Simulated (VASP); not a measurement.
Input of a VASP 6.6.1 run:

INCAR

```
SYSTEM = Hf3TiN4
PREC = Accurate ; ENCUT = 520
EDIFF = 1E-6 ; ISMEAR = 0
SIGMA = 0.1 ; LREAL = .False.
LASPH = .True. ; NELM = 100
ALGO = Normal ; ISIF = 2
LWAVE = .False. ; LCHARG = .False.
GGA = PE ; NBANDS = 41
```

The input KPOINTS:

```
Automatic mesh
0
Gamma
  8 8 8
  0 0 0
```

File POSCAR:

```
Hf3TiN4
1.0
    4.3514939943      0.0000000000      0.0000000000
    0.0000000000      4.3514939943      0.0000000000
    0.0000000000      0.0000000000      4.3514939943
Hf Ti N
3 1 4
Direct
    0.5000000000      0.0000000000      0.0000000000
    0.0000000000      0.0000000000      0.5000000000
    0.0000000000      0.5000000000      0.0000000000
    0.5000000000      0.5000000000      0.5000000000
    0.0000000000      0.5000000000      0.5000000000
    0.5000000000      0.5000000000      0.0000000000
    0.0000000000      0.0000000000      0.0000000000
    0.5000000000      0.0000000000      0.5000000000
```

Potentials or basis: VASP PAW PBE potentials, release 64 (Hf_pv, Ti_sv, N).

Run with:

```sh
$ cat potpaw_PBE.64/Hf_pv/POTCAR potpaw_PBE.64/Ti_sv/POTCAR potpaw_PBE.64/N/POTCAR > POTCAR
$ mpirun -np 1 vasp_std > vasp.out
```

(1) Predict the band gap on the k mesh.

(2) Estimate the pressure.

Results:

(1) zero (bands 31 and 32 overlap by 4.36 eV).

(2) 28.3 GPa.

Caveat: the cell stands under pressure; spin-orbit coupling is left out, which moves the levels of the heavy elements.
